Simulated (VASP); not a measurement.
# Au (I4/mmm) in VASP: a series of runs

The runs below take Au through single point, with PBEsol.

Everything below comes from runs of VASP 6.6.1. Logs are shortened: lines on timing, memory, paths and dates and some standing lists are left out, and cuts for length are marked.

## 1. The cell of the first run

It takes space group I4/mmm (No. 139, tetragonal). Conventional cell: a = 3.049 Å, b = 3.049 Å, c = 3.315 Å, α = 90.00°, β = 90.00°, γ = 90.00°. Within 3.6 Å of Au (site symmetry 4/mmm) lie 14 Au at 2.72 to 3.31 Å.

## 2. Single point, PBEsol (strain -0.080 along x and y, +0.000 along z)

File INCAR:

```
SYSTEM = Au
ALGO = Normal ; EDIFF = 1E-7
ENCUT = 520 ; GGA = PS
ISIF = 2 ; ISMEAR = 0
LASPH = .TRUE. ; LCHARG = .FALSE.
LREAL = .FALSE. ; LWAVE = .FALSE.
NBANDS = 12 ; NELM = 60
PREC = Accurate ; SIGMA = 0.15
```

File KPOINTS:

```
k-points
0
G
  20 20 20
  0 0 0
```

File POSCAR:

```
Au
1.0
   -1.5246874800      1.5246874800      1.6572690000
    1.5246874800     -1.5246874800      1.6572690000
    1.5246874800      1.5246874800     -1.6572690000
Au
1
Direct
    0.0000000000      0.0000000000      0.0000000000
```

Potentials or basis: VASP PAW PBE potentials, release 64 (Au).

Command:

```console
$ cat potpaw_PBE.64/Au/POTCAR > POTCAR
$ mpirun -np 1 vasp_std > vasp.out
```

OUTCAR:

```text
SYSTEM = Au
   EDIFF = 1E-7
   ENCUT = 520
   GGA = PS
   ISIF = 2
   ISMEAR = 0
   LASPH = .TRUE.
   LREAL = .FALSE.
   NELM = 60
   PREC = Accurate

 ion  position               nearest neighbor table
   1  0.000  0.000  0.000-

  LATTYP: Found a body centered tetragonal cell.
 ALAT       =     3.0493749600
 C/A-ratio  =     1.0869565217

  Lattice vectors:

 A1 = (  -1.5246874800,   1.5246874800,   1.6572690000)
 A2 = (   1.5246874800,  -1.5246874800,   1.6572690000)
 A3 = (   1.5246874800,   1.5246874800,  -1.6572690000)

Analysis of symmetry for initial positions (statically):
=====================================================================
 Subroutine PRICEL returns:
 Original cell was already a primitive cell.

 Routine SETGRP: Setting up the symmetry group for a
 body centered tetragonal supercell.

 Subroutine GETGRP returns: Found 16 space group operations
 (whereof 16 operations were pure point group operations)
 out of a pool of 16 trial point group operations.

The static configuration has the point symmetry D_4h.

Analysis of symmetry for dynamics (positions and initial velocities):
=====================================================================
 Subroutine PRICEL returns:
 Original cell was already a primitive cell.

 Routine SETGRP: Setting up the symmetry group for a
 body centered tetragonal supercell.

 Subroutine GETGRP returns: Found 16 space group operations
 (whereof 16 operations were pure point group operations)
 out of a pool of 16 trial point group operations.

The dynamic configuration has the point symmetry D_4h.

 Subroutine INISYM returns: Found 16 space group operations
 (whereof 16 operations are pure point group operations),
 and found     1 'primitive' translations

----------------------------------------------------------------------------------------

                                     Primitive cell

  volume of cell :      15.4104

  direct lattice vectors                    reciprocal lattice vectors
    -1.524687480  1.524687480  1.657269000     0.000000000  0.327936057  0.301701172
     1.524687480 -1.524687480  1.657269000     0.327936057  0.000000000  0.301701172
     1.524687480  1.524687480 -1.657269000     0.327936057  0.327936057  0.000000000

  length of vectors
[... 85 lines left out ...]
   NFREE  =      0    steps in history (QN), initial steepest desc. (CG)
   ISIF   =      2    stress and relaxation
   ISYM   =      2    0-nonsym 1-usesym 2-fastsym
   POTIM  = 0.5000    time-step for ionic-motion
   TEBEG  =    0.0;   TEEND  =   0.0 temperature during run
   PSTRESS=    0.0 pullay stress
   NELECT =      11.0000    total number of electrons
   NUPDOWN=      -1.0000    fix difference up-down
   EMIN   =  10.00;   EMAX   =-10.00  energy-range for DOS
   EFERMI =   0.00;   METHOD = LEGACY
   ISMEAR =     0;   SIGMA  =   0.15  broadening in eV -4-tet -1-fermi 0-gaus
   EFERMI_NEDOS =   21; number of points for ismear=-14 and -15
   IALGO  =     38    algorithm
   IMIX   =      4    mixing-type and parameters
     AMIX     =   0.40;   BMIX     =  1.00
     AMIX_MAG =   1.60;   BMIX_MAG =  1.00
  volume/ion in A,a.u.               =      15.41       103.99
  Fermi-wavevector in a.u.,A,eV,Ry     =   1.463078  2.764817 29.124597  2.140597
  Thomas-Fermi vector in A             =   2.579216
   LORBIT       =      0    0 simple, 1 ext, 2 COOP (PROOUT), +10 PAW based schemes
   GGA     = PS    functional components
   LHFCALC =     F    Hartree Fock is set to
   AEXX    =    0.0000 exact exchange contribution
   IVDW    =     0    specifies the selected vdW correction
   LEPSILON=     F    determine dielectric tensor
   LRPA    =     F    only Hartree local field effects (RPA)
 non-spin polarized calculation
 Gauss-broadening in eV      SIGMA  =   0.15
  energy-cutoff  :      520.00
  volume of cell :       15.41
 maximum number of plane-waves:       432
   NGX = 11   NGY = 11   NGZ = 11

 number of electron      11.0000000 magnetization

 Free energy of the ion-electron system (eV)
  ---------------------------------------------------
  ext. energy  EPLUGINS =         0.00000000
  ---------------------------------------------------
  free energy    TOTEN  =        -3.80172168 eV

  energy without entropy =       -3.79944194  energy(sigma->0) =       -3.80058181

 E-fermi :  11.0982     XC(G=0): -13.4895

 val. band max:       11.0954411294   @ k =   0.5000   0.4000   0.0500
 cond. band min:      11.1046637780   @ k =  -0.2500   0.4000   0.2000
 fundamental gap:      0.0092226486
 Fermi energy:        11.0982128274

 k-point     1 :       0.0000    0.0000    0.0000
  band No.  band energies     occupation
      1       0.0250      2.00000
      2       5.4390      2.00000
      3       5.4390      2.00000
      4       6.0473      2.00000
      5       7.4528      2.00000
      6       8.1685      2.00000
      7      26.5887      0.00000
      8      28.0599      0.00000
      9      28.0599      0.00000
     10      35.0594      0.00000
     11      36.6205      0.00000
     12      37.7288      0.00000
[... 331 lines left out ...]
 k-point    24 :      -0.3500    0.0500   -0.0000
  band No.  band energies     occupation
      1       2.7231      2.00000
      2       4.8522      2.00000
      3       6.2924      2.00000
      4       7.2721      2.00000
      5       8.1710      2.00000
      6       8.4868      2.00000
      7      20.2951      0.00000
      8      25.1527      0.00000
      9      28.8041      0.00000
     10      32.3760      0.00000
     11      34.1607      0.00000
     12      34.4979      0.00000

 [... further k-points ...]

------------------------ aborting loop because EDIFF is reached ----------------------------------------

  FORCE on cell =-STRESS in cart. coord.  units (eV):
  Direction    XX          YY          ZZ          XY          YZ          ZX
  --------------------------------------------------------------------------------------
  -------------------------------------------------------------------------------------
  Total        2.1833191      2.1833191      2.2741406      0.0000000      0.0000000      0.0000000
  in kB      226.9933434    226.9933434    236.4357919      0.0000000      0.0000000      0.0000000
  external PRESSURE =     230.1408262 kB  Pullay stress =       0.0000000 kB

 VOLUME and BASIS-vectors are now :
 -----------------------------------------------------------------------------
  energy-cutoff  :      520.00
  volume of cell :       15.41
      direct lattice vectors                 reciprocal lattice vectors
    -1.524687480  1.524687480  1.657269000     0.000000000  0.327936057  0.301701172
     1.524687480 -1.524687480  1.657269000     0.327936057  0.000000000  0.301701172
     1.524687480  1.524687480 -1.657269000     0.327936057  0.327936057  0.000000000

 POSITION                                       TOTAL-FORCE (eV/Angst)
 -----------------------------------------------------------------------------------
      0.00000      0.00000      0.00000         0.000000      0.000000     -0.000000
 -----------------------------------------------------------------------------------
    total drift:                                0.000000     -0.000000      0.000000

  FREE ENERGIE OF THE ION-ELECTRON SYSTEM (eV)
  ---------------------------------------------------
  free  energy   TOTEN  =        -3.8017216781 eV

  energy  without entropy=       -3.7994419350  energy(sigma->0) =       -3.80058181
```

It took 58 s on 1 thread of Intel Xeon Platinum 8259CL at 2.50GHz (Skylake/Cascade Lake), shared host; peak memory 0.22 GiB.

What came out:

```
Free energy : -3.8017 eV
Pressure    : 23.0 GPa
```

Stress tensor (GPa, compression positive):
```
22.70  0.00  0.00
 0.00 22.70  0.00
 0.00  0.00 23.64
```

Caveat: the cell differs from its parent crystal (strain -0.080 along x and y, +0.000 along z); the PAW data sets were made with another functional, which shifts forces and pressure a little; spin-orbit coupling is left out, which moves the levels of the heavy elements.

## 3. Single point, PBEsol (strain -0.080 along x and y, +0.040 along z)

File INCAR:

```
PREC = Accurate
ENCUT = 520
EDIFF = 1E-7
ISMEAR = 0
SIGMA = 0.15
LREAL = F
LASPH = T
NELM = 60
ALGO = Fast
ISIF = 2
LWAVE = F
LCHARG = T
GGA = PS
LELF = T
LVHAR = T
NBANDS = 12
```

File KPOINTS:

```
Automatic mesh
0
Gamma
  20 20 20
```

File POSCAR:

```
Au
1.0
   -1.5246874800      1.5246874800      1.7235597600
    1.5246874800     -1.5246874800      1.7235597600
    1.5246874800      1.5246874800     -1.7235597600
Au
1
Direct
    0.0000000000      0.0000000000      0.0000000000
```

Potentials or basis: VASP PAW PBE potentials, release 64 (Au).

Command:

```console
$ cat potpaw_PBE.64/Au/POTCAR > POTCAR
$ mpirun -np 1 vasp_std > vasp.out
```

Run time: 85 s. Hardware: 1 thread of Intel Xeon Platinum 8259CL at 2.50GHz (Skylake/Cascade Lake), shared host; peak memory 0.24 GiB.

Results (log left out):

```yaml
Free_energy: -3.8721 eV
Pressure: 12.4 GPa
```

Stress tensor (GPa, compression positive):
```
12.12  0.00  0.00
 0.00 12.12  0.00
 0.00  0.00 13.01
```

Levels at points of the mesh, in eV from the Fermi level:
| k point | band 4 | band 5 | band 6 | band 7 | band 8 | band 9 |
| --- | --- | --- | --- | --- | --- | --- |
| (0.00, 0.00, 0.00) | -4.62 | -3.72 | -2.80 | 15.21 | 17.21 | 17.21 |
| (0.50, 0.00, 0.00) | -2.67 | -1.52 | -1.22 | 3.60 | 12.91 | 15.33 |
| (0.50, 0.50, 0.00) | -2.50 | -1.29 | -0.47 | 4.64 | 11.35 | 12.48 |
| (0.50, 0.50, 0.50) | -1.71 | -1.71 | 4.00 | 7.54 | 7.54 | 9.69 |

Caveat: the cell differs from its parent crystal (strain -0.080 along x and y, +0.040 along z); the PAW data sets were made with another functional, which shifts forces and pressure a little; spin-orbit coupling is left out, which moves the levels of the heavy elements.

## 4. Single point, PBEsol (strain -0.080 along x and y, +0.080 along z)

File INCAR:

```
PREC = Accurate
ENCUT = 520
EDIFF = 1E-6
ISMEAR = 0
SIGMA = 0.15
LREAL = False
LASPH = True
NELM = 100
ALGO = Normal
ISIF = 2
LWAVE = False
LCHARG = False
GGA = PS
NBANDS = 12
```

File KPOINTS:

```
regular mesh
0
Gamma
  20 20 20
```

File POSCAR:

```
Au
1.0
   -1.5246874800      1.5246874800      1.7898505200
    1.5246874800     -1.5246874800      1.7898505200
    1.5246874800      1.5246874800     -1.7898505200
Au
1
Direct
    0.0000000000      0.0000000000      0.0000000000
```

Potentials or basis: VASP PAW PBE potentials, release 64 (Au).

Command:

```console
$ cat potpaw_PBE.64/Au/POTCAR > POTCAR
$ mpirun -np 1 vasp_std > vasp.out
```

OUTCAR:

```text
PREC = Accurate
   ENCUT = 520
   EDIFF = 1E-6
   ISMEAR = 0
   LREAL = False
   LASPH = True
   NELM = 100
   ISIF = 2
   GGA = PS

 ion  position               nearest neighbor table
   1  0.000  0.000  0.000-

  LATTYP: Found a body centered tetragonal cell.
 ALAT       =     3.0493749600
 C/A-ratio  =     1.1739130435

  Lattice vectors:

 A1 = (  -1.5246874800,   1.5246874800,   1.7898505200)
 A2 = (   1.5246874800,  -1.5246874800,   1.7898505200)
 A3 = (   1.5246874800,   1.5246874800,  -1.7898505200)

Analysis of symmetry for initial positions (statically):
=====================================================================
 Subroutine PRICEL returns:
 Original cell was already a primitive cell.

 Routine SETGRP: Setting up the symmetry group for a
 body centered tetragonal supercell.

 Subroutine GETGRP returns: Found 16 space group operations
 (whereof 16 operations were pure point group operations)
 out of a pool of 16 trial point group operations.

The static configuration has the point symmetry D_4h.

Analysis of symmetry for dynamics (positions and initial velocities):
=====================================================================
[... 170 lines left out ...]
      5       5.9466      2.00000
      6       7.0056      2.00000
      7      24.7150      0.00000
      8      27.1350      0.00000
      9      27.1350      0.00000
     10      31.0329      0.00000
     11      33.9131      0.00000
     12      35.9479      0.00000
[... 331 lines left out ...]
 k-point    24 :      -0.3500    0.0500    0.0000
  band No.  band energies     occupation
      1       2.0504      2.00000
      2       4.2750      2.00000
      3       5.3458      2.00000
      4       5.8746      2.00000
      5       7.0354      2.00000
      6       7.2278      2.00000
      7      18.0681      0.00000
      8      24.0119      0.00000
      9      27.1413      0.00000
     10      30.0558      0.00000
     11      31.8787      0.00000
     12      32.6034      0.00000

 [... further k-points ...]

------------------------ aborting loop because EDIFF is reached ----------------------------------------

  FORCE on cell =-STRESS in cart. coord.  units (eV):
  Direction    XX          YY          ZZ          XY          YZ          ZX
  --------------------------------------------------------------------------------------
  -------------------------------------------------------------------------------------
  Total        0.3890373      0.3890373      0.5006828      0.0000000      0.0000000      0.0000000
  in kB       37.4510020     37.4510020     48.1986498      0.0000000      0.0000000      0.0000000
  external PRESSURE =      41.0335513 kB  Pullay stress =       0.0000000 kB

 VOLUME and BASIS-vectors are now :
 -----------------------------------------------------------------------------
  energy-cutoff  :      520.00
  volume of cell :       16.64
      direct lattice vectors                 reciprocal lattice vectors
    -1.524687480  1.524687480  1.789850520     0.000000000  0.327936057  0.279352937
     1.524687480 -1.524687480  1.789850520     0.327936057  0.000000000  0.279352937
     1.524687480  1.524687480 -1.789850520     0.327936057  0.327936057  0.000000000

 POSITION                                       TOTAL-FORCE (eV/Angst)
 -----------------------------------------------------------------------------------
      0.00000      0.00000      0.00000         0.000000      0.000000      0.000000
 -----------------------------------------------------------------------------------
    total drift:                               -0.000000      0.000000      0.000000

  FREE ENERGIE OF THE ION-ELECTRON SYSTEM (eV)
  ---------------------------------------------------
  free  energy   TOTEN  =        -3.9061874841 eV

  energy  without entropy=       -3.9031801525  energy(sigma->0) =       -3.90468382
```

OSZICAR:

```text
N       E                     dE             d eps       ncg     rms          rms(c)
DAV:   1     0.489214124983E+02    0.48921E+02   -0.56036E+03 15968   0.819E+02
DAV:   2    -0.355801720372E+01   -0.52479E+02   -0.49488E+02 18184   0.188E+02
DAV:   3    -0.425336413507E+01   -0.69535E+00   -0.69485E+00 18380   0.208E+01
DAV:   4    -0.425562712812E+01   -0.22630E-02   -0.22629E-02 17860   0.137E+00
DAV:   5    -0.425564300932E+01   -0.15881E-04   -0.15881E-04 18476   0.108E-01    0.101E+01
DAV:   6    -0.393460231031E+01    0.32104E+00   -0.84887E-01 16736   0.741E+00    0.622E+00
DAV:   7    -0.390943529621E+01    0.25167E-01   -0.80560E-02 18204   0.226E+00    0.294E+00
DAV:   8    -0.390620523374E+01    0.32301E-02   -0.21706E-03 17056   0.438E-01    0.327E-01
DAV:   9    -0.390618427483E+01    0.20959E-04   -0.14844E-05 17396   0.358E-02    0.113E-02
DAV:  10    -0.390618745255E+01   -0.31777E-05   -0.11950E-06 17700   0.840E-03    0.166E-03
DAV:  11    -0.390618748414E+01   -0.31586E-07   -0.55149E-08  8804   0.195E-03
   1 F= -.39061875E+01 E0= -.39046838E+01  d E =-.300733E-02
```

Run time: 58 s. Hardware: 1 thread of Intel Xeon Platinum 8259CL at 2.50GHz (Skylake/Cascade Lake), shared host; peak memory 0.25 GiB.

What came out:

```yaml
Free_energy: -3.9062 eV
Pressure: 4.1 GPa
```

Caveat: the cell differs from its parent crystal (strain -0.080 along x and y, +0.080 along z); the PAW data sets were made with another functional, which shifts forces and pressure a little; spin-orbit coupling is left out, which moves the levels of the heavy elements.

(Continued in part 2 of 2.)
